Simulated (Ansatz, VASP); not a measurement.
**One calculation of Ge, two programs**

The input POSCAR:

```
Ge
1.0
    0.0247517375      2.8287700000      2.8287700000
    2.8287700000      0.0247517375      2.8287700000
    2.8535217375      2.8535217375      0.0000000000
Ge
2
Direct
    0.5000000000      0.5000000000      0.5000000000
    0.7500000000      0.7500000000      0.7500000000
```

The input INCAR.step1:

```
SYSTEM = Ge
PREC = Accurate
ENCUT = 520
ISMEAR = 0
SIGMA = 0.05
LREAL = .False.
LASPH = .True.
NELM = 80
NBANDS = 21
GGA = PE
ALGO = Normal
EDIFF = 1E-4
LWAVE = .True.
LCHARG = .False.
```

Contents of INCAR.step2:

```
SYSTEM = Ge
PREC = Accurate
ENCUT = 520
EDIFF = 1E-6
ISMEAR = 0
SIGMA = 0.05
LREAL = .False.
LASPH = .True.
NELM = 80
ALGO = Normal
ISIF = 2
LWAVE = .False.
LCHARG = .False.
METAGGA = R2SCAN
LMIXTAU = .True.
NBANDS = 21
ISTART = 1
```

KPOINTS

```
Automatic mesh
0
Gamma
  10 10 10
  0 0 0
```

Input for Ansatz:

```yaml
crystal:
  lattice:
    - [0.0247517375, 2.82877, 2.82877]
    - [2.82877, 0.0247517375, 2.82877]
    - [2.8535217375, 2.8535217375, 0.0]
  atoms:
    - { symbol: Ge, position: [0.5, 0.5, 0.5] }
    - { symbol: Ge, position: [0.75, 0.75, 0.75] }
basis:
  ecutwfc: 500
kpoints:
  mp_grid: { grid: [10, 10, 10] }
hamiltonian:
  xc: r2scan
scf:
  occupations: { method: gaussian, width: 0.05 }
output:
  forces: true
  stress: true
  eigenvalues: true
```

Change from the starting cell: strain +0.0175 x Voigt [0, 0, 0, 0, 0, 1], atoms carried along.

Alike in both runs: task single point; functional r2SCAN; k mesh 10 × 10 × 10; occupations gaussian, width 0.05 eV; no spin polarisation.

|  | VASP | Ansatz |
| --- | --- | --- |
| version | VASP 6.6.1 | Ansatz 0.2.0 |
| potentials or method | VASP PAW PBE potentials, release 64 (Ge_d), cutoff 520 eV | scalar-relativistic, plane waves, PAW |
| valence electrons in the cell | 28 | 28 |

|  | VASP | Ansatz | Ansatz less VASP |
| --- | --- | --- | --- |
| gap on the k mesh at the Fermi level (eV) | 0.35 | 0.37 | +0.022 |
| least direct gap on the mesh (eV) | 0.38 | 0.42 | +0.040 |
| pressure (GPa) | 0.7 | 0.7 | -0.06 |
| traceless stress, the component that is largest in VASP (GPa) | -1.56 | -1.56 | -0.003 |
| rms of the force components (eV/Å) | 0.088 | 0.085 | -0.0037 |

VASP's potentials were made for PBE, not for r2SCAN. Atom by atom the forces differ by 0.004 eV/Å (rms over components).
